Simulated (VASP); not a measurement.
A run of VASP 6.6.1:

Contents of INCAR:

```
ALGO = Fast
EDIFF = 1E-6
ENCUT = 520
GGA = PE
ISIF = 2
ISMEAR = 0
LASPH = True
LCHARG = True
LELF = True
LREAL = False
LVHAR = True
LWAVE = False
NBANDS = 16
NELM = 100
PREC = Accurate
SIGMA = 0.1
```

KPOINTS

```
k-points
0
Gamma
  12 12 12
```

The input POSCAR:

```
LiRu
1.0
    1.3104125104      0.7565670156      4.5802330092
   -1.3104125104      0.7565670156      4.5802330092
    0.0000000000     -1.5131340313      4.5802330092
Li Ru
1 1
Direct
    0.5000000000      0.5000000000      0.5000000000
    0.0000000000      0.0000000000      0.0000000000
```

Potentials or basis: VASP PAW PBE potentials, release 64 (Li_sv, Ru_pv).

Launch:

```bash
$ cat potpaw_PBE.64/Li_sv/POTCAR potpaw_PBE.64/Ru_pv/POTCAR > POTCAR
$ mpirun -np 1 vasp_std > vasp.out
```

Hardware: 1 thread of Intel Xeon 8259CL, on a shared host.

Problem. Estimate the wall time of this run.

Solution. It took 6.8 min on 1 thread of Intel Xeon 8259CL, on a shared host, peak memory 0.27 GiB. Counts: scf iterations 16, k points 189.
